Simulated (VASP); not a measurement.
Set up this calculation in VASP 6.6.1, as the native input.

```yaml
Task: single point
Functional: LDA
Potentials_or_basis: VASP PAW LDA potentials, release 64 (V_sv)
Cutoff: 520 eV
k_mesh: 15 × 15 × 15
Occupations: fermi-dirac, width 0.08 eV
Spin: collinear spin, zero start
Starting_moments: "[0.0] μB"
Fixed_moment: 0 μB
Dipole_correction: no
Further_INCAR_settings: ALGO = Normal; EDIFF = 1e-06; NBANDS = 16
```

The structure of V lies in POSCAR:

```
V
1.0
   -1.5143500000      1.5143500000      1.5143500000
    1.5143500000     -1.5143500000      1.5143500000
    1.5143500000      1.5143500000     -1.5143500000
V
1
Direct
    0.0000000000      0.0000000000      0.0000000000
```

One way to write it, as run:

INCAR

```
SYSTEM = V
PREC = Accurate
ENCUT = 520
EDIFF = 1E-6
ISMEAR = -1
SIGMA = 0.08
LREAL = .False.
LASPH = .True.
NELM = 150
ALGO = Normal
ISIF = 2
LWAVE = .False.
LCHARG = .False.
ISPIN = 2
MAGMOM = 0
LORBIT = 11
NUPDOWN = 0.0
LMAXMIX = 4
GGA = CA
NBANDS = 16
```

KPOINTS

```
Automatic mesh
0
Gamma
  15 15 15
  0 0 0
```

Potentials or basis: VASP PAW LDA potentials, release 64 (V_sv).

Command:

```bash
$ cat potpaw_LDA.64/V_sv/POTCAR > POTCAR
$ mpirun -np 1 vasp_std > vasp.out
```

Results of the run:

```
Pressure                                              : -17.4 GPa
Net moment                                            : 0.00 μB per cell
Valence electrons inside the program's atomic spheres : V 11.63
```

Caveat: the total moment is fixed, so each spin has its own Fermi level.

Run time: 26 s on 1 thread of Intel Xeon 6975P-C, with other jobs on the host, peak memory 0.15 GiB.
